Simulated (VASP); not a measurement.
Runs of VASP 6.6.1 on SiMo3. The structure is that of space group P4/mmm (No. 123), or close to it. The cells are those of the table. 

```tsv
task	spin	cell	k mesh	cutoff (eV)	gap on the mesh (eV)	pressure (GPa)	relaxed volume (Å³/atom)
single point	collinear, ferromagnetic start	a = 3.588, b = 3.588, c = 5.273 Å, 4 atoms	6 × 6 × 4	520	none	0.5	-
single point	off	a = 3.588, b = 3.588, c = 5.273 Å, 4 atoms	6 × 6 × 4	520	none	0.5	-
single point	off	a = 3.832, b = 3.832, c = 5.058 Å, 4 atoms	4 × 4 × 4	520	none	-10.8	-
single point	off	a = 3.600, b = 3.600, c = 5.254 Å, 4 atoms	4 × 4 × 4	520	none	0.3	-
single point	off	a = 3.587, b = 3.587, c = 5.273 Å, 4 atoms	14 × 14 × 10	520	none	0.3	-
relaxation of cell and atoms	off	relaxed from a = 3.600, b = 3.600, c = 5.254 Å, 4 atoms	6 × 6 × 4	600	none	0.3	(a)
relaxation of cell and atoms	off	relaxed from a = 3.832, b = 3.832, c = 5.058 Å, 4 atoms	4 × 4 × 4	600	none	0.0	17.05
```

Alike in all rows: level PBE; potentials or basis VASP PAW PBE potentials, release 64 (Si, Mo_sv); smearing gaussian 0.1 eV.

**Question.** Fill in the values left out.

**Answer.** (a) 16.99.

Caveats: some runs use coarse meshes.

A k mesh can miss the band edges, and the runs leave out spin-orbit coupling on Mo.

A gap of «none» marks levels without a gap at the run's occupations.
